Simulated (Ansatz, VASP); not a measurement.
# Two plane-wave programs on Si2W

Contents of INCAR:

```
SYSTEM = Si2W
ALGO = Fast
EDIFF = 1E-6
ENCUT = 520
GGA = PE
ISIF = 2
ISMEAR = 0
LASPH = .TRUE.
LCHARG = .FALSE.
LREAL = .FALSE.
LWAVE = .FALSE.
NBANDS = 18
NELM = 80
PREC = Accurate
SIGMA = 0.1
```

KPOINTS

```
k-points
0
G
  16 16 16
  0 0 0
```

POSCAR

```
Si2W
1.0
   -1.6060000000      1.6060000000      3.9400000000
    1.6060000000     -1.6060000000      3.9400000000
    1.6060000000      1.6060000000     -3.9400000000
Si W
2 1
Direct
    0.3330000000      0.3610199253      0.0280199253
    0.6670000000      0.6670000000      0.0000000000
    0.0000000000      0.0000000000      0.0000000000
```

Input for Ansatz:

```yaml
crystal:
  lattice:
    - [-1.606, 1.606, 3.94]
    - [1.606, -1.606, 3.94]
    - [1.606, 1.606, -3.94]
  atoms:
    - { symbol: Si, position: [0.333, 0.3610199253, 0.0280199253] }
    - { symbol: Si, position: [0.667, 0.667, 0.0] }
    - { symbol: W, position: [0.0, 0.0, 0.0] }
basis:
  ecutwfc: 420
kpoints:
  mp_grid: { grid: [16, 16, 16] }
hamiltonian:
  xc: pbe
scf:
  occupations: { method: gaussian, width: 0.1 }
output:
  forces: true
  stress: true
  eigenvalues: true
```

Change from the starting cell: one atom moved.

Alike in both runs: task single point; functional PBE; k mesh 16 × 16 × 16; occupations gaussian, width 0.1 eV; no spin polarisation.

|  | VASP | Ansatz |
| --- | --- | --- |
| version | VASP 6.6.1 | Ansatz 0.2.0 |
| potentials or method | VASP PAW PBE potentials, release 64 (Si, W_sv), cutoff 520 eV | scalar-relativistic, plane waves, PAW |
| valence electrons in the cell | 22 | 22 |

|  | VASP | Ansatz | Ansatz less VASP |
| --- | --- | --- | --- |
| gap on the k mesh at the Fermi level (eV) | none | none | - |
| pressure (GPa) | 2.2 | 2.1 | -0.10 |
| traceless stress, the component that is largest in VASP (GPa) | -1.81 | -1.76 | +0.046 |
| rms of the force components (eV/Å) | 0.331 | 0.331 | +0.0004 |

Atom by atom the forces differ by 0.002 eV/Å (rms over components). A gap of «none» marks a metal or a gap that the smearing closes.

Spin-orbit coupling is off throughout.
